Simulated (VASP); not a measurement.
# BeTe (I-4m2) in VASP: a series of runs

BeTe is run at these levels: PBE; tasks: single point.

Program: VASP 6.6.1. These are calculated values, not measurements. Logs are shortened: lines on timing, memory, paths and dates and some standing lists are left out, and cuts for length are marked.

## 1. The cell of the first run

It takes space group I-4m2 (No. 119, tetragonal). The conventional cell has a = 3.800 Å, b = 3.800 Å, c = 5.706 Å, α = 90.00°, β = 90.00°, γ = 90.00°. Within 3.1 Å of Be (site symmetry -4m2) lie 4 Te at 2.38 Å. Within 3.1 Å of Te (site symmetry -4m2) lie 4 Be at 2.38 Å.

## 2. Single point, PBE (strain -0.030 along x and y, +0.030 along z)

Contents of INCAR:

```
ALGO = Normal
EDIFF = 1E-7
ENCUT = 520
GGA = PE
ISIF = 2
ISMEAR = 0
LASPH = T
LCHARG = F
LREAL = F
LWAVE = F
NBANDS = 11
NELM = 80
PREC = Accurate
SIGMA = 0.05
```

Contents of KPOINTS:

```
k-points
0
Gamma
  8 8 8
```

Contents of POSCAR:

```
BeTe
1.0
    0.0000000000      2.6869000000      2.8531000000
    2.6869000000      0.0000000000      2.8531000000
    2.6869000000      2.6869000000      0.0000000000
Be Te
1 1
Direct
    0.0000000000      0.0000000000      0.0000000000
    0.7500000000      0.7500000000      0.7500000000
```

Potentials or basis: VASP PAW PBE potentials, release 64 (Be, Te).

Started as:

```
$ cat potpaw_PBE.64/Be/POTCAR potpaw_PBE.64/Te/POTCAR > POTCAR
$ mpirun -np 1 vasp_std > vasp.out
```

OUTCAR:

```text
EDIFF = 1E-7
   ENCUT = 520
   GGA = PE
   ISIF = 2
   ISMEAR = 0
   LASPH = T
   LREAL = F
   NELM = 80
   PREC = Accurate

 ion  position               nearest neighbor table
   1  0.000  0.000  0.000-   2 2.38   2 2.38   2 2.38   2 2.38
   2  0.750  0.750  0.750-   1 2.38   1 2.38   1 2.38   1 2.38

  LATTYP: Found a body centered tetragonal cell.
 ALAT       =     3.7998504207
 C/A-ratio  =     1.5016906899

  Lattice vectors:

 A1 = (  -2.6869000000,   0.0000000000,   2.8531000000)
 A2 = (   2.6869000000,   0.0000000000,   2.8531000000)
 A3 = (   0.0000000000,   2.6869000000,  -2.8531000000)

Analysis of symmetry for initial positions (statically):
=====================================================================
 Subroutine PRICEL returns:
 Original cell was already a primitive cell.

 Routine SETGRP: Setting up the symmetry group for a
 body centered tetragonal supercell.

 Subroutine GETGRP returns: Found  8 space group operations
 (whereof  8 operations were pure point group operations)
 out of a pool of 16 trial point group operations.

The static configuration has the point symmetry D_2d.

Analysis of symmetry for dynamics (positions and initial velocities):
=====================================================================
 Subroutine PRICEL returns:
 Original cell was already a primitive cell.

 Routine SETGRP: Setting up the symmetry group for a
 body centered tetragonal supercell.

 Subroutine GETGRP returns: Found  8 space group operations
 (whereof  8 operations were pure point group operations)
 out of a pool of 16 trial point group operations.

The dynamic configuration has the point symmetry D_2d.

 Subroutine INISYM returns: Found  8 space group operations
 (whereof  8 operations are pure point group operations),
 and found     1 'primitive' translations

----------------------------------------------------------------------------------------

                                     Primitive cell

  volume of cell :      41.1955

  direct lattice vectors                    reciprocal lattice vectors
     0.000000000  2.686900000  2.853100000    -0.186088057  0.186088057  0.175247976
     2.686900000  0.000000000  2.853100000     0.186088057 -0.186088057  0.175247976
     2.686900000  2.686900000  0.000000000     0.186088057  0.186088057 -0.175247976

  length of vectors
     3.919133989  3.919133989  3.799850421     0.316179352  0.316179352  0.316179352

  position of ions in fractional coordinates (direct lattice)
     0.000000000  0.000000000  0.000000000
     0.750000000  0.750000000  0.750000000

  ion indices of the primitive-cell ions
   primitive index   ion index
                 1           1
                 2           2

----------------------------------------------------------------------------------------

 KPOINTS: k-points

Automatic generation of k-mesh.
 Grid dimensions read from file:
 generate k-points for:    8    8    8

 Generating k-lattice:

  Cartesian coordinates                     Fractional coordinates (reciprocal lattice)
    -0.023261007  0.023261007  0.021905997     0.125000000  0.000000000  0.000000000
     0.023261007 -0.023261007  0.021905997     0.000000000  0.125000000  0.000000000
     0.023261007  0.023261007 -0.021905997     0.000000000  0.000000000  0.125000000

  Length of vectors
     0.039522419  0.039522419  0.039522419

  Shift w.r.t. Gamma in fractional coordinates (k-lattice)
     0.000000000  0.000000000  0.000000000

 Subroutine IBZKPT returns following result:
 ===========================================

 Found     59 irreducible k-points:

 Following reciprocal coordinates:
            Coordinates               Weight
  0.000000  0.000000  0.000000      1.000000
  0.125000  0.000000  0.000000      8.000000
  0.250000  0.000000  0.000000      8.000000
  0.375000  0.000000  0.000000      8.000000
  0.500000  0.000000  0.000000      4.000000
  0.125000  0.125000  0.000000      2.000000
[... 16 lines left out ...]
  0.250000  0.000000  0.125000     16.000000
  0.375000  0.000000  0.125000     16.000000
 [... further k-points ...]
   k-points           NKPTS =     59   k-points in BZ     NKDIM =     59   number of bands    NBANDS=     11
   number of dos      NEDOS =    301   number of ions     NIONS =      2
   total plane-waves  NPLWV =  25200
   dimension x,y,z NGX =    30 NGY =   30 NGZ =   28
   dimension x,y,z NGXF=    60 NGYF=   60 NGZF=   56
   ions per type =               1   1
   NGX,Y,Z   is equivalent  to a cutoff of  12.73, 12.73, 12.25 a.u.
   NGXF,Y,Z  is equivalent  to a cutoff of  25.45, 25.45, 24.50 a.u.
 SYSTEM =  unknown system
   PREC   = accura    normal or accurate (medium, high low for compatibility)
   ISTART =      0    job   : 0-new  1-cont  2-samecut
   ICHARG =      2    charge: 1-file 2-atom 10-const
   ISPIN  =      1    spin polarized calculation?
   LNONCOLLINEAR =      F non collinear calculations
   LSORBIT =      F    spin-orbit coupling
   LASPH  =      T    aspherical Exc in radial PAW
   ENCUT  =  520.0 eV  38.22 Ry    6.18 a.u.   7.29  7.29  7.07*2*pi/ulx,y,z
   NELM   =     80;   NELMIN=  2; NELMDL= -5     # of ELM steps
   EDIFF  = 0.1E-06   stopping-criterion for ELM
   LREAL  =      F    real-space projection
   EDIFFG = 0.1E-05   stopping-criterion for IOM
   NSW    =      0    number of steps for IOM
   IBRION =     -1    ionic relax: 0-MD 1-quasi-New 2-CG
   NFREE  =      0    steps in history (QN), initial steepest desc. (CG)
   ISIF   =      2    stress and relaxation
   ISYM   =      2    0-nonsym 1-usesym 2-fastsym
   POTIM  = 0.5000    time-step for ionic-motion
   TEBEG  =    0.0;   TEEND  =   0.0 temperature during run
   PSTRESS=    0.0 pullay stress
   NELECT =       8.0000    total number of electrons
   NUPDOWN=      -1.0000    fix difference up-down
   EMIN   =  10.00;   EMAX   =-10.00  energy-range for DOS
   EFERMI =   0.00;   METHOD = LEGACY
   ISMEAR =     0;   SIGMA  =   0.05  broadening in eV -4-tet -1-fermi 0-gaus
   EFERMI_NEDOS =   21; number of points for ismear=-14 and -15
   IALGO  =     38    algorithm
   IMIX   =      4    mixing-type and parameters
     AMIX     =   0.40;   BMIX     =  1.00
     AMIX_MAG =   1.60;   BMIX_MAG =  1.00
  volume/ion in A,a.u.               =      20.60       139.00
  Fermi-wavevector in a.u.,A,eV,Ry     =   0.948029  1.791515 12.228351  0.898758
  Thomas-Fermi vector in A             =   2.076178
   LORBIT       =      0    0 simple, 1 ext, 2 COOP (PROOUT), +10 PAW based schemes
   GGA     = PE    functional components
   LHFCALC =     F    Hartree Fock is set to
   AEXX    =    0.0000 exact exchange contribution
   IVDW    =     0    specifies the selected vdW correction
   LEPSILON=     F    determine dielectric tensor
   LRPA    =     F    only Hartree local field effects (RPA)
 non-spin polarized calculation
 Gauss-broadening in eV      SIGMA  =   0.05
  energy-cutoff  :      520.00
  volume of cell :       41.20
 maximum number of plane-waves:      1122
 NGX is ok and might be reduce to    30
   NGX = 15   NGY = 15   NGZ = 15

 number of electron       8.0000000 magnetization

 Free energy of the ion-electron system (eV)
  ---------------------------------------------------
  ext. energy  EPLUGINS =         0.00000000
  ---------------------------------------------------
  free energy    TOTEN  =        -7.51713259 eV

  energy without entropy =       -7.51713259  energy(sigma->0) =       -7.51713259

 E-fermi :   6.4296     XC(G=0):  -9.3883

 val. band max:        6.1697992735   @ k =   0.0000   0.0000   0.0000
 cond. band min:       7.6595466121   @ k =   0.5000   0.0000   0.5000
 fundamental gap:      1.4897473386
 Fermi energy:         6.4296404495

 k-point     1 :       0.0000    0.0000    0.0000
  band No.  band energies     occupation
      1      -6.8166      2.00000
      2       5.7790      2.00000
      3       6.1698      2.00000
      4       6.1698      2.00000
      5       9.5530      0.00000
      6       9.5530      0.00000
      7       9.6849      0.00000
      8      10.4467      0.00000
      9      14.4838      0.00000
     10      15.7313      0.00000
     11      16.4900      0.00000

 k-point     2 :       0.1250    0.0000    0.0000
  band No.  band energies     occupation
      1      -6.6506      2.00000
      2       4.6036      2.00000
      3       5.6211      2.00000
      4       5.9298      2.00000
      5       9.6179      0.00000
      6       9.9444      0.00000
      7      10.0775      0.00000
      8      11.6479      0.00000
      9      14.7825      0.00000
     10      15.0347      0.00000
     11      15.8597      0.00000

 k-point     3 :       0.2500    0.0000    0.0000
  band No.  band energies     occupation
      1      -6.1874      2.00000
      2       2.4367      2.00000
      3       5.0538      2.00000
      4       5.4972      2.00000
      5       9.4278      0.00000
      6      10.5538      0.00000
      7      10.5959      0.00000
      8      13.4817      0.00000
      9      14.7846      0.00000
     10      15.3231      0.00000
     11      15.5148      0.00000

 k-point     4 :       0.3750    0.0000    0.0000
  band No.  band energies     occupation
      1      -5.5820      2.00000
      2       0.6863      2.00000
      3       4.6311      2.00000
      4       5.1750      2.00000
      5       9.2310      0.00000
      6      10.6173      0.00000
      7      10.8195      0.00000
      8      13.9513      0.00000
      9      15.9373      0.00000
     10      16.2041      0.00000
     11      16.7829      0.00000

 k-point     5 :       0.5000    0.0000    0.0000
  band No.  band energies     occupation
      1      -5.2542      2.00000
      2      -0.0353      2.00000
      3       4.4799      2.00000
      4       5.0613      2.00000
      5       9.1537      0.00000
      6      10.5780      0.00000
      7      10.8040      0.00000
      8      13.8503      0.00000
      9      17.1479      0.00000
     10      17.6122      0.00000
     11      18.3237      0.00000
[... 211 lines left out ...]
 k-point    21 :       0.5000    0.5000    0.0000
  band No.  band energies     occupation
      1      -4.8714      2.00000
      2       0.2506      2.00000
      3       3.3902      2.00000
      4       3.3902      2.00000
      5       8.1275      0.00000
      6       8.9252      0.00000
      7      16.2043      0.00000
      8      16.2043      0.00000
      9      17.7052      0.00000
     10      19.7539      0.00000
     11      19.9478      0.00000

 k-point    22 :       0.1250    0.0000    0.1250
  band No.  band energies     occupation
      1      -6.5855      2.00000
      2       5.0184      2.00000
      3       5.0733      2.00000
      4       5.3276      2.00000
      5       9.1214      0.00000
      6      10.4195      0.00000
      7      10.9452      0.00000
      8      11.3995      0.00000
      9      14.4943      0.00000
     10      15.5094      0.00000
     11      16.2169      0.00000

 k-point    23 :       0.2500    0.0000    0.1250
  band No.  band energies     occupation
      1      -6.2109      2.00000
      2       3.0994      2.00000
      3       4.6107      2.00000
      4       5.0485      2.00000
      5       9.2144      0.00000
      6      10.7145      0.00000
      7      11.5161      0.00000
      8      12.0662      0.00000
      9      14.9995      0.00000
     10      15.9074      0.00000
     11      16.3624      0.00000

 k-point    24 :       0.3750    0.0000    0.1250
  band No.  band energies     occupation
      1      -5.6345      2.00000
      2       1.2539      2.00000
      3       4.2259      2.00000
      4       4.6141      2.00000
      5       9.3972      0.00000
      6      10.8510      0.00000
      7      11.6871      0.00000
      8      12.5063      0.00000
      9      15.8912      0.00000
     10      16.6848      0.00000
     11      17.4420      0.00000

 [... further k-points ...]
[... 5 lines left out ...]
  --------------------------------------------------------------------------------------
  -------------------------------------------------------------------------------------
  Total        2.1393629      2.1393629      1.0312625      0.0000000      0.0000000      0.0000000
  in kB       83.2041616     83.2041616     40.1078883      0.0000000      0.0000000      0.0000000
  external PRESSURE =      68.8387372 kB  Pullay stress =       0.0000000 kB

 VOLUME and BASIS-vectors are now :
 -----------------------------------------------------------------------------
  energy-cutoff  :      520.00
  volume of cell :       41.20
      direct lattice vectors                 reciprocal lattice vectors
     0.000000000  2.686900000  2.853100000    -0.186088057  0.186088057  0.175247976
     2.686900000  0.000000000  2.853100000     0.186088057 -0.186088057  0.175247976
     2.686900000  2.686900000  0.000000000     0.186088057  0.186088057 -0.175247976

 POSITION                                       TOTAL-FORCE (eV/Angst)
 -----------------------------------------------------------------------------------
      0.00000      0.00000      0.00000        -0.000000     -0.000000     -0.000000
      4.03035      4.03035      4.27965         0.000000      0.000000      0.000000
 -----------------------------------------------------------------------------------
    total drift:                               -0.000000     -0.000000      0.000000

  FREE ENERGIE OF THE ION-ELECTRON SYSTEM (eV)
  ---------------------------------------------------
  free  energy   TOTEN  =        -7.5171325908 eV

  energy  without entropy=       -7.5171325908  energy(sigma->0) =       -7.51713259
```

It took 36 s on 1 thread of AMD EPYC 7R43 (Zen 3), shared host; peak memory 0.14 GiB.

Results:

```yaml
Free_energy: -7.5171 eV
Pressure: 6.9 GPa
Band_gap_on_the_k_mesh: 1.49 eV, indirect (least direct gap 3.38 eV)
```

Levels at points of the mesh, in eV from the valence-band top:
```
           k point  band 1  band 2  band 3  band 4  band 5  band 6  band 7  band 8  band 9
(0.00, 0.00, 0.00)  -12.99   -0.39    0.00    0.00    3.38    3.38    3.52    4.28    8.31
(0.50, 0.00, 0.00)  -11.42   -6.21   -1.69   -1.11    2.98    4.41    4.63    7.68   10.98
(0.50, 0.50, 0.00)  -11.04   -5.92   -2.78   -2.78    1.96    2.76   10.03   10.03   11.54
(0.50, 0.00, 0.50)  -10.75   -5.57   -3.29   -3.16    1.49    2.26    9.76   10.09   11.81
```

Caveat: the cell differs from its parent crystal (strain -0.030 along x and y, +0.030 along z); spin-orbit coupling is left out, which moves the levels of the heavy elements.

## 3. Single point, PBE (strain +0.000 along x and y, -0.030 along z)

Contents of INCAR:

```
SYSTEM = BeTe
PREC = Accurate ; ENCUT = 520
EDIFF = 1E-6 ; ISMEAR = 0
SIGMA = 0.05 ; LREAL = .FALSE.
LASPH = .TRUE. ; NELM = 100
ALGO = Normal ; ISIF = 2
LWAVE = .FALSE. ; LCHARG = .FALSE.
GGA = PE ; NBANDS = 11
```

Contents of KPOINTS:

```
Automatic mesh
0
G
  8 8 8
  0 0 0
```

Contents of POSCAR:

```
BeTe
1.0
    0.0000000000      2.7700000000      2.6869000000
    2.7700000000      0.0000000000      2.6869000000
    2.7700000000      2.7700000000      0.0000000000
Be Te
1 1
Direct
    0.0000000000      0.0000000000      0.0000000000
    0.7500000000      0.7500000000      0.7500000000
```

Potentials or basis: VASP PAW PBE potentials, release 64 (Be, Te).

Started as:

```
$ cat potpaw_PBE.64/Be/POTCAR potpaw_PBE.64/Te/POTCAR > POTCAR
$ mpirun -np 1 vasp_std > vasp.out
```

OUTCAR:

```text
SYSTEM = BeTe
   PREC = Accurate
   ENCUT = 520
   EDIFF = 1E-6
   ISMEAR = 0
   LREAL = .FALSE.
   LASPH = .TRUE.
   NELM = 100
   ISIF = 2
   GGA = PE

 ion  position               nearest neighbor table
   1  0.000  0.000  0.000-   2 2.38   2 2.38   2 2.38   2 2.38
   2  0.750  0.750  0.750-   1 2.38   1 2.38   1 2.38   1 2.38

  LATTYP: Found a body centered tetragonal cell.
 ALAT       =     3.9173715678
 C/A-ratio  =     1.3717871555

  Lattice vectors:

 A1 = (   0.0000000000,  -2.7700000000,  -2.6869000000)
 A2 = (   0.0000000000,   2.7700000000,  -2.6869000000)
 A3 = (   2.7700000000,   0.0000000000,   2.6869000000)

Analysis of symmetry for initial positions (statically):
=====================================================================
 Subroutine PRICEL returns:
 Original cell was already a primitive cell.

 Routine SETGRP: Setting up the symmetry group for a
 body centered tetragonal supercell.

 Subroutine GETGRP returns: Found  8 space group operations
 (whereof  8 operations were pure point group operations)
 out of a pool of 16 trial point group operations.

The static configuration has the point symmetry D_2d.
[... 165 lines left out ...]
 cond. band min:       7.6437447607   @ k =   0.5000   0.5000   0.0000
 fundamental gap:      1.5026949997
 Fermi energy:         6.4212681227

 k-point     1 :       0.0000    0.0000    0.0000
  band No.  band energies     occupation
      1      -6.8243      2.00000
      2       5.9730      2.00000
      3       5.9730      2.00000
      4       6.1410      2.00000
      5       9.5248      0.00000
      6       9.5898      0.00000
      7       9.5898      0.00000
      8      10.4495      0.00000
      9      14.4578      0.00000
     10      16.1265      0.00000
     11      16.7194      0.00000
[... 309 lines left out ...]
 k-point    24 :       0.3750    0.0000    0.1250
  band No.  band energies     occupation
      1      -5.6785      2.00000
      2       1.2793      2.00000
      3       4.3037      2.00000
      4       4.5076      2.00000
      5       9.6109      0.00000
      6      10.7434      0.00000
      7      11.6621      0.00000
      8      12.6526      0.00000
      9      15.8696      0.00000
     10      16.5722      0.00000
     11      17.1553      0.00000

 [... further k-points ...]
[... 5 lines left out ...]
  --------------------------------------------------------------------------------------
  -------------------------------------------------------------------------------------
  Total        1.6010108      1.6010108      2.0702015      0.0000000      0.0000000      0.0000000
  in kB       62.2105168     62.2105168     80.4418714      0.0000000      0.0000000      0.0000000
  external PRESSURE =      68.2876350 kB  Pullay stress =       0.0000000 kB

 VOLUME and BASIS-vectors are now :
 -----------------------------------------------------------------------------
  energy-cutoff  :      520.00
  volume of cell :       41.23
      direct lattice vectors                 reciprocal lattice vectors
     0.000000000  2.770000000  2.686900000    -0.180505415  0.180505415  0.186088057
     2.770000000  0.000000000  2.686900000     0.180505415 -0.180505415  0.186088057
     2.770000000  2.770000000  0.000000000     0.180505415  0.180505415 -0.186088057

 POSITION                                       TOTAL-FORCE (eV/Angst)
 -----------------------------------------------------------------------------------
      0.00000      0.00000      0.00000        -0.000000     -0.000000     -0.000000
      4.15500      4.15500      4.03035         0.000000      0.000000      0.000000
 -----------------------------------------------------------------------------------
    total drift:                               -0.000000     -0.000000     -0.000000

  FREE ENERGIE OF THE ION-ELECTRON SYSTEM (eV)
  ---------------------------------------------------
  free  energy   TOTEN  =        -7.5352063118 eV

  energy  without entropy=       -7.5352063118  energy(sigma->0) =       -7.53520631
```

stdout:

```text
POSCAR found type information on POSCAR BeTe
 POSCAR found :  2 types and       2 ions
 scaLAPACK will be used
 LDA part: xc-table for (Slater+PW92), standard interpolation
 POSCAR, INCAR and KPOINTS ok, starting setup
 FFT: planning ... GRIDC
 FFT: planning ... GRID_SOFT
 FFT: planning ... GRID
 WAVECAR not read
 entering main loop
```

It took 29 s on 1 thread of AMD EPYC 7R43 (Zen 3), shared host; peak memory 0.15 GiB.

Results:

- Free energy: -7.5352 eV
- Pressure: 6.8 GPa
- Band gap on the k mesh: 1.50 eV, indirect (least direct gap 3.38 eV)

Caveat: the cell differs from its parent crystal (strain +0.000 along x and y, -0.030 along z); spin-orbit coupling is left out, which moves the levels of the heavy elements.
